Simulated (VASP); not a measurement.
## C: relaxation of cell and atoms with PBE

Crystal: C.

```
C
1.0
     3.56800    0.00000    0.00000
     0.00000    3.56800    0.00000
     0.00000    0.00000    3.56800
C
8
Cartesian
  0.0000 0.0000 0.0000
  0.0000 1.7840 1.7840
  1.7840 0.0000 1.7840
  1.7840 1.7840 0.0000
  0.8920 0.8920 0.8920
  0.8920 2.6760 2.6760
  2.6760 0.8920 2.6760
  2.6760 2.6760 0.8920
```

```
Program                : VASP 6.6.1
Task                   : relaxation of cell and atoms
Functional             : PBE
Potentials or basis    : VASP PAW PBE potentials, release 64 (C)
Cutoff                 : 600 eV
k mesh                 : 6 × 6 × 6
Occupations            : gaussian, width 0.01 eV
Spin                   : no spin polarisation
Dipole correction      : no
Further INCAR settings : ALGO = Normal; EDIFF = 1e-06; IBRION = 2; EDIFFG = -0.002; NSW = 80; ISIF = 3
```

```
Relaxed volume                         : 5.69 Å³/atom
Relaxed cell                           : a = 3.572 Å, b = 3.572 Å, c = 3.572 Å, α = 90.00°, β = 90.00°, γ = 90.00°
Space group after relaxing (to 0.05 Å) : Fd-3m (No. 227)
Energy gained by relaxing              : 0.1 meV/atom
Ionic steps                            : 3
Pressure after relaxing                : 0.0 GPa
Band gap on the k mesh                 : 4.14 eV
```

Step by step:
```csv
step,energy change (eV),largest force (eV/Å),pressure (GPa),volume (Å³)
1,0.0000,0.0000,1.31,45.42
2,0.0003,0.0000,-1.60,45.73
3,-0.0006,0.0000,0.01,45.56
```

Final structure:
```yaml
crystal:
  lattice:
    - [3.57158, 0.00000, 0.00000]
    - [0.00000, 3.57158, 0.00000]
    - [0.00000, 0.00000, 3.57158]
  atoms:
    - { symbol: C, position: [0.00000, 0.00000, 0.00000] }
    - { symbol: C, position: [0.00000, 0.50000, 0.50000] }
    - { symbol: C, position: [0.50000, 0.00000, 0.50000] }
    - { symbol: C, position: [0.50000, 0.50000, 0.00000] }
    - { symbol: C, position: [0.25000, 0.25000, 0.25000] }
    - { symbol: C, position: [0.25000, 0.75000, 0.75000] }
    - { symbol: C, position: [0.75000, 0.25000, 0.75000] }
    - { symbol: C, position: [0.75000, 0.75000, 0.25000] }
```

Levels at points of the mesh, in eV from the valence-band top:
```
           k point  band 12  band 13  band 14  band 15  band 16  band 17  band 18  band 19  band 20  band 21
(0.00, 0.00, 0.00)    -6.27    -6.27     0.00     0.00     0.00     4.75     4.75     4.75     4.75     4.75
(0.50, 0.00, 0.00)    -4.51    -4.10    -4.10    -4.10    -4.10     4.43     4.43    10.22    10.22    10.60
(0.50, 0.50, 0.00)    -7.58    -3.00    -3.00    -3.00    -3.00     7.91     7.91     7.91     7.91     9.98
(0.50, 0.50, 0.50)    -2.79    -2.79    -2.79    -2.79    -2.79     8.44     8.44     8.44     8.44     8.44
```

It took 36 s on 1 thread of Intel Xeon 6975P-C, with other jobs on the host, peak memory 0.16 GiB.

A k mesh can miss the band edges.
